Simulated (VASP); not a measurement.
Here is a VASP 6.6.1 calculation.

POSCAR

```
CaSe
1.0
    0.0000000000      3.3000000000      3.3000000000
    3.3000000000      0.0000000000      3.3000000000
    3.3000000000      3.3000000000      0.0000000000
Ca Se
1 1
Direct
    0.0000000000      0.0000000000      0.0000000000
    0.7500000000      0.7500000000      0.7500000000
```

The input INCAR.step1:

```
SYSTEM = CaSe
  PREC = Accurate
  ENCUT = 520
  ISMEAR = 0
  SIGMA = 0.1
  LREAL = .False.
  LASPH = .True.
  NELM = 60
  NBANDS = 15
  GGA = PE
  ALGO = Normal
  EDIFF = 1E-4
  LWAVE = .True.
  LCHARG = .False.
```

File INCAR.step2:

```
SYSTEM = CaSe
  PREC = Accurate
  ENCUT = 520
  EDIFF = 1E-6
  ISMEAR = 0
  SIGMA = 0.1
  LREAL = .False.
  LASPH = .True.
  NELM = 60
  ALGO = Normal
  ISIF = 2
  LWAVE = .False.
  LCHARG = .False.
  METAGGA = R2SCAN
  LMIXTAU = .True.
  NBANDS = 15
  ISTART = 1
```

Contents of KPOINTS:

```
Automatic mesh
0
Gamma
  4 4 4
  0 0 0
```

Potentials or basis: VASP PAW PBE potentials, release 64 (Ca_sv, Se).

Run with:

```sh
$ cat potpaw_PBE.64/Ca_sv/POTCAR potpaw_PBE.64/Se/POTCAR > POTCAR
$ cp INCAR.step1 INCAR
$ mpirun -np 1 vasp_std > vasp.out
$ cp INCAR.step2 INCAR
$ mpirun -np 1 vasp_std > vasp.out
```

(1) What does it give for the pressure?

(2) What does it give for the band gap on the k mesh?

Results:

(1) -0.5 GPa.

(2) 3.62 eV, indirect (least direct gap 3.71 eV).

Caveat: the PAW data sets were made with another functional, which shifts forces and pressure a little.
